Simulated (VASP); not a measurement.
Here is a VASP 6.6.1 calculation.

File INCAR:

```
ALGO = Normal ; EDIFF = 1E-7
ENCUT = 520 ; GGA = PE
ISIF = 2 ; ISMEAR = 0
LASPH = True ; LCHARG = False
LREAL = False ; LWAVE = False
NBANDS = 16 ; NELM = 100
PREC = Accurate ; SIGMA = 0.05
```

The input KPOINTS:

```
k-points
0
Gamma
  9 9 6
```

The input POSCAR:

```
MgO
1.0
    3.5565769741      0.0000000000      0.0000000000
   -1.7782884871      3.0800860100      0.0000000000
    0.0000000000      0.0000000000      4.4215364941
Mg O
2 2
Direct
    0.6666666667      0.3333333333      0.7500000000
    0.3333333333      0.6666666667      0.2500000000
    0.6666666667      0.3333333333      0.2500000000
    0.3333333333      0.6666666667      0.7500000000
```

Potentials or basis: VASP PAW PBE potentials, release 64 (Mg, O).

Run with:

```console
$ cat potpaw_PBE.64/Mg/POTCAR potpaw_PBE.64/O/POTCAR > POTCAR
$ mpirun -np 1 vasp_std > vasp.out
```

**Question.** What does it give for the pressure?

**Answer.** -7.2 GPa.

**Question.** Predict the band gap on the k mesh.

**Answer.** 2.90 eV, direct.

Stress tensor (GPa, compression positive):
```
-6.07  0.00  0.00
 0.00 -6.07  0.00
 0.00  0.00 -9.58
```
